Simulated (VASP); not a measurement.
The system is TaC.

```
Ta C
1.0
     0.00000    2.22700    2.22700
     2.22700    0.00000    2.22700
     2.22700    2.22700    0.00000
Ta C
1 1
Direct
  0.00000 0.00000 0.00000
  0.50000 0.50000 0.50000
```

- Program: VASP 6.6.1
- Task: relaxation of cell and atoms
- Functional: PBE
- Potentials or basis: VASP PAW PBE potentials, release 64 (Ta_pv, C)
- Cutoff: 600 eV
- k mesh: 6 × 6 × 6
- Occupations: gaussian, width 0.1 eV
- Spin: no spin polarisation

At the start: pressure 5.3 GPa; volume 11.04 Å³/atom.

Question: How do energy, volume and symmetry change on relaxing?

Answer: Over 3 steps the energy falls by 2.9 meV/atom and the volume is 11.22 Å³/atom (+1.6 %); space group Fm-3m (No. 225, to 0.05 Å).

The path:
```tsv
step	energy change (eV)	largest force (eV/Å)	pressure (GPa)	volume (Å³)
1	0.0000	0.0000	5.29	22.09
2	0.0237	0.0000	-10.92	23.28
3	-0.0057	0.0000	-0.05	22.45
```

Final structure:
```
Ta C
1.0
     0.00000    2.23890    2.23890
     2.23890    0.00000    2.23890
     2.23890    2.23890    0.00000
Ta C
1 1
Direct
  0.00000 0.00000 0.00000
  0.50000 0.50000 0.50000
```

Caveat: the k points lie up to 0.41 Å⁻¹ apart in the final cell.
